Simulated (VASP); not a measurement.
# H in VASP: a series of runs

H is run at these levels: LDA; tasks: single point.

All numbers are computed with VASP 6.6.1; they aren't measurements. Logs are shortened: lines on timing, memory, paths and dates and some standing lists are left out, and cuts for length are marked.

## (1) The cell of the first run

The cell holds an amorphous packing of atoms, 20 atoms: a = 6.694 Å, b = 6.694 Å, c = 6.694 Å, α = 90.00°, β = 90.00°, γ = 90.00°.

## (2) Single point, LDA

The input, INCAR:

```
  ALGO = Normal
  EDIFF = 1E-7
  ENCUT = 520
  GGA = CA
  ISIF = 2
  ISMEAR = -1
  LASPH = True
  LCHARG = False
  LREAL = Auto
  LWAVE = False
  NBANDS = 26
  NELM = 60
  PREC = Accurate
  SIGMA = 0.05
```

The input, KPOINTS:

```
k-points
0
Gamma
  1 1 1
```

The input, POSCAR:

```
H
1.0
    6.6943300000      0.0000000000      0.0000000000
    0.0000000000      6.6943300000      0.0000000000
    0.0000000000      0.0000000000      6.6943300000
H
20
Direct
    0.9118164178      0.5511978047      0.4878606223
    0.8563216931      0.4728777936      0.4202810438
    0.5470599746      0.7074345005      0.3619182203
    0.5379925997      0.8125981241      0.3120401892
    0.1153513496      0.4751483718      0.1344421324
    0.0350445825      0.5484641480      0.1451228129
    0.7768066408      0.0033013013      0.3492059698
    0.7050593562      0.0806503414      0.4075239792
    0.4693225461      1.0445108024      0.7213417922
    0.3526715892      1.0340541921      0.6856399371
    0.0371359046      0.8847786112      0.7161583011
    0.1464672342      0.8418019428      0.6943786757
    0.5994774682      0.2835832712      0.1692775827
    0.5964599893      0.3993379472      0.1880247911
    0.7742821164      0.6854905569      0.7771950292
    0.6693724391      0.7194745404      0.7981381258
    0.1466464904      0.3439926027      0.5057862400
    0.2380671404      0.2579347000      0.4950756835
    0.3694917938      0.6606038244      0.8544843173
    0.4211773247      0.6469952930      0.7448841034
```

Potentials or basis: VASP PAW LDA potentials, release 64 (H).

Launch:

```
$ cat potpaw_LDA.64/H/POTCAR > POTCAR
$ mpirun -np 1 vasp_gam > vasp.out
```

OUTCAR:

```text
EDIFF = 1E-7
   ENCUT = 520
   GGA = CA
   ISIF = 2
   ISMEAR = -1
   LASPH = True
   LREAL = Auto
   NELM = 60
   PREC = Accurate

 ion  position               nearest neighbor table
   1  0.912  0.551  0.488-   2 0.79
   2  0.856  0.473  0.420-   1 0.79
   3  0.547  0.707  0.362-   4 0.78
   4  0.538  0.813  0.312-   3 0.78
   5  0.115  0.475  0.134-   6 0.73
   6  0.035  0.548  0.145-   5 0.73
[... 12 lines left out ...]
  19  0.369  0.661  0.854-  20 0.82
  20  0.421  0.647  0.745-  19 0.82

  LATTYP: Found a simple cubic cell.
 ALAT       =     6.6943300000

  Lattice vectors:

 A1 = (   6.6943300000,   0.0000000000,   0.0000000000)
 A2 = (   0.0000000000,   6.6943300000,   0.0000000000)
 A3 = (   0.0000000000,   0.0000000000,   6.6943300000)

Analysis of symmetry for initial positions (statically):
=====================================================================
 Subroutine PRICEL returns:
 Original cell was already a primitive cell.

 Routine SETGRP: Setting up the symmetry group for a
 simple cubic supercell.

 Subroutine GETGRP returns: Found  1 space group operations
 (whereof  1 operations were pure point group operations)
 out of a pool of 48 trial point group operations.

The static configuration has the point symmetry C_1 .

Analysis of symmetry for dynamics (positions and initial velocities):
=====================================================================
 Subroutine PRICEL returns:
 Original cell was already a primitive cell.

 Routine SETGRP: Setting up the symmetry group for a
 simple cubic supercell.

 Subroutine GETGRP returns: Found  1 space group operations
 (whereof  1 operations were pure point group operations)
 out of a pool of 48 trial point group operations.

The dynamic configuration has the point symmetry C_1 .

 Subroutine INISYM returns: Found  1 space group operations
 (whereof  1 operations are pure point group operations),
 and found     1 'primitive' translations

----------------------------------------------------------------------------------------

                                     Primitive cell

  volume of cell :     300.0001

  direct lattice vectors                    reciprocal lattice vectors
     6.694330000  0.000000000  0.000000000     0.149380147  0.000000000  0.000000000
     0.000000000  6.694330000  0.000000000     0.000000000  0.149380147  0.000000000
     0.000000000  0.000000000  6.694330000     0.000000000  0.000000000  0.149380147

  length of vectors
     6.694330000  6.694330000  6.694330000     0.149380147  0.149380147  0.149380147

  position of ions in fractional coordinates (direct lattice)
     0.911816418  0.551197805  0.487860622
     0.856321693  0.472877794  0.420281044
     0.547059975  0.707434500  0.361918220
     0.537992600  0.812598124  0.312040189
     0.115351350  0.475148372  0.134442132
     0.035044582  0.548464148  0.145122813
[... 12 lines left out ...]
     0.369491794  0.660603824  0.854484317
     0.421177325  0.646995293  0.744884103

  ion indices of the primitive-cell ions
   primitive index   ion index
                 1           1
                 2           2
                 3           3
                 4           4
                 5           5
                 6           6
[... 12 lines left out ...]
                19          19
                20          20

----------------------------------------------------------------------------------------

 KPOINTS: k-points

Automatic generation of k-mesh.
 Grid dimensions read from file:
 generate k-points for:    1    1    1

 Generating k-lattice:

  Cartesian coordinates                     Fractional coordinates (reciprocal lattice)
     0.149380147  0.000000000  0.000000000     1.000000000  0.000000000  0.000000000
     0.000000000  0.149380147  0.000000000     0.000000000  1.000000000  0.000000000
     0.000000000  0.000000000  0.149380147     0.000000000  0.000000000  1.000000000

  Length of vectors
     0.149380147  0.149380147  0.149380147

  Shift w.r.t. Gamma in fractional coordinates (k-lattice)
     0.000000000  0.000000000  0.000000000

 Subroutine IBZKPT returns following result:
 ===========================================

 Found      1 irreducible k-points:

 Following reciprocal coordinates:
            Coordinates               Weight
  0.000000  0.000000  0.000000      1.000000
   k-points           NKPTS =      1   k-points in BZ     NKDIM =      1   number of bands    NBANDS=     26
   number of dos      NEDOS =    301   number of ions     NIONS =     20
   total plane-waves  NPLWV = 125000
   dimension x,y,z NGX =    50 NGY =   50 NGZ =   50
   dimension x,y,z NGXF=   100 NGYF=  100 NGZF=  100
   ions per type =              20
   NGX,Y,Z   is equivalent  to a cutoff of  12.42, 12.42, 12.42 a.u.
   NGXF,Y,Z  is equivalent  to a cutoff of  24.83, 24.83, 24.83 a.u.
 SYSTEM =  unknown system
   PREC   = accura    normal or accurate (medium, high low for compatibility)
   ISTART =      0    job   : 0-new  1-cont  2-samecut
   ICHARG =      2    charge: 1-file 2-atom 10-const
   ISPIN  =      1    spin polarized calculation?
   LNONCOLLINEAR =      F non collinear calculations
   LSORBIT =      F    spin-orbit coupling
   LASPH  =      T    aspherical Exc in radial PAW
   ENCUT  =  520.0 eV  38.22 Ry    6.18 a.u.  12.45 12.45 12.45*2*pi/ulx,y,z
   NELM   =     60;   NELMIN=  2; NELMDL= -5     # of ELM steps
   EDIFF  = 0.1E-06   stopping-criterion for ELM
   LREAL  =      T    real-space projection
   EDIFFG = 0.1E-05   stopping-criterion for IOM
   NSW    =      0    number of steps for IOM
   IBRION =     -1    ionic relax: 0-MD 1-quasi-New 2-CG
   NFREE  =      0    steps in history (QN), initial steepest desc. (CG)
   ISIF   =      2    stress and relaxation
   ISYM   =      2    0-nonsym 1-usesym 2-fastsym
   POTIM  = 0.5000    time-step for ionic-motion
   TEBEG  =    0.0;   TEEND  =   0.0 temperature during run
   PSTRESS=    0.0 pullay stress
   NELECT =      20.0000    total number of electrons
   NUPDOWN=      -1.0000    fix difference up-down
   EMIN   =  10.00;   EMAX   =-10.00  energy-range for DOS
   EFERMI =   0.00;   METHOD = LEGACY
   ISMEAR =    -1;   SIGMA  =   0.05  broadening in eV -4-tet -1-fermi 0-gaus
   EFERMI_NEDOS =   21; number of points for ismear=-14 and -15
   IALGO  =     38    algorithm
   IMIX   =      4    mixing-type and parameters
     AMIX     =   0.40;   BMIX     =  1.00
     AMIX_MAG =   1.60;   BMIX_MAG =  1.00
  volume/ion in A,a.u.               =      15.00       101.23
  Fermi-wavevector in a.u.,A,eV,Ry     =   0.663811  1.254421  5.995338  0.440645
  Thomas-Fermi vector in A             =   1.737305
   LORBIT       =      0    0 simple, 1 ext, 2 COOP (PROOUT), +10 PAW based schemes
   GGA     = CA    functional components
   LHFCALC =     F    Hartree Fock is set to
   AEXX    =    0.0000 exact exchange contribution
   IVDW    =     0    specifies the selected vdW correction
   LEPSILON=     F    determine dielectric tensor
   LRPA    =     F    only Hartree local field effects (RPA)
 non-spin polarized calculation
  energy-cutoff  :      520.00
  volume of cell :      300.00
 maximum number of plane-waves:      4061
 NGX is ok and might be reduce to    50
   NGX = 25   NGY = 25   NGZ = 25

 number of electron      20.0000004 magnetization

 Free energy of the ion-electron system (eV)
  ---------------------------------------------------
  ext. energy  EPLUGINS =         0.00000000
  ---------------------------------------------------
  free energy    TOTEN  =       -67.17965216 eV

  energy without entropy =      -67.17965216  energy(sigma->0) =      -67.17965216

 E-fermi :  -6.6452     XC(G=0):  -5.0029

 val. band max:       -7.8787566404   @ k =   0.0000   0.0000   0.0000
 cond. band min:      -0.0050345082   @ k =   0.0000   0.0000   0.0000
 fundamental gap:      7.8737221322
 Fermi energy:        -6.6451914730

 k-point     1 :       0.0000    0.0000    0.0000
  band No.  band energies     occupation
      1     -10.8675      2.00000
      2     -10.0209      2.00000
      3      -9.6286      2.00000
      4      -9.3650      2.00000
      5      -8.8192      2.00000
      6      -8.7758      2.00000
[... 14 lines left out ...]
     21       2.8867      0.00000
     22       3.5607      0.00000
 [bands above 22 left out]

------------------------ aborting loop because EDIFF is reached ----------------------------------------

  FORCE on cell =-STRESS in cart. coord.  units (eV):
  Direction    XX          YY          ZZ          XY          YZ          ZX
  --------------------------------------------------------------------------------------
  -------------------------------------------------------------------------------------
  Total       -1.4182272     -1.6000552     -1.9409895      0.7197048     -0.5084724      0.1934180
  in kB       -7.5741698     -8.5452385    -10.3660288      3.8436480     -2.7155428      1.0329664
  external PRESSURE =      -8.8284791 kB  Pullay stress =       0.0000000 kB

 VOLUME and BASIS-vectors are now :
 -----------------------------------------------------------------------------
  energy-cutoff  :      520.00
  volume of cell :      300.00
      direct lattice vectors                 reciprocal lattice vectors
     6.694330000  0.000000000  0.000000000     0.149380147  0.000000000  0.000000000
     0.000000000  6.694330000  0.000000000     0.000000000  0.149380147  0.000000000
     0.000000000  0.000000000  6.694330000     0.000000000  0.000000000  0.149380147

 POSITION                                       TOTAL-FORCE (eV/Angst)
 -----------------------------------------------------------------------------------
      6.10400      3.68990      3.26590        -0.327536     -0.309632     -0.255720
      5.73250      3.16560      2.81350         0.184652      0.354785      0.303176
      3.66220      4.73580      2.42280        -0.078414      0.261448     -0.210317
      3.60150      5.43980      2.08890         0.012249     -0.478090      0.225068
      0.77220      3.18080      0.90000         0.978967     -0.845961     -0.168548
      0.23460      3.67160      0.97150        -0.918907      0.871276      0.073437
[... 12 lines left out ...]
      2.47350      4.42230      5.72020         0.385173     -0.176208     -1.225499
      2.81950      4.33120      4.98650        -0.710862      0.114537      1.209775
 -----------------------------------------------------------------------------------
    total drift:                               -0.000923      0.000053     -0.000175

  FREE ENERGIE OF THE ION-ELECTRON SYSTEM (eV)
  ---------------------------------------------------
  free  energy   TOTEN  =       -67.1796521565 eV

  energy  without entropy=      -67.1796521565  energy(sigma->0) =      -67.17965216
```

Wall time 9.2 s (1 thread of Intel Xeon Platinum 8375C at 2.90GHz (Ice Lake), shared host); peak memory 0.23 GiB.

What came out:

```
Free energy            : -67.1797 eV
Pressure               : -0.9 GPa
Largest force          : 1.899 eV/Å
Band gap on the k mesh : 7.87 eV
```

Forces on the atoms (eV/Å):
```
H   -0.328 -0.310 -0.256
H    0.185  0.355  0.303
H   -0.078  0.261 -0.210
H    0.012 -0.478  0.225
H    0.979 -0.846 -0.169
H   -0.919  0.871  0.073
H   -0.621  0.770  0.578
H    0.706 -0.632 -0.529
H   -1.223 -0.126 -0.433
H    1.366  0.149  0.409
H    0.608 -0.370 -0.174
H   -0.756  0.195  0.195
H    0.011  0.499  0.118
H   -0.011 -0.404 -0.072
H    0.782 -0.079 -0.137
H   -0.445  0.220  0.112
H    1.375 -1.295 -0.197
H   -1.316  1.278  0.178
H    0.385 -0.176 -1.225
H   -0.711  0.115  1.210
```

Caveat: the k points lie up to 0.94 Å⁻¹ apart.

(Part 1 of 3 ends here.)
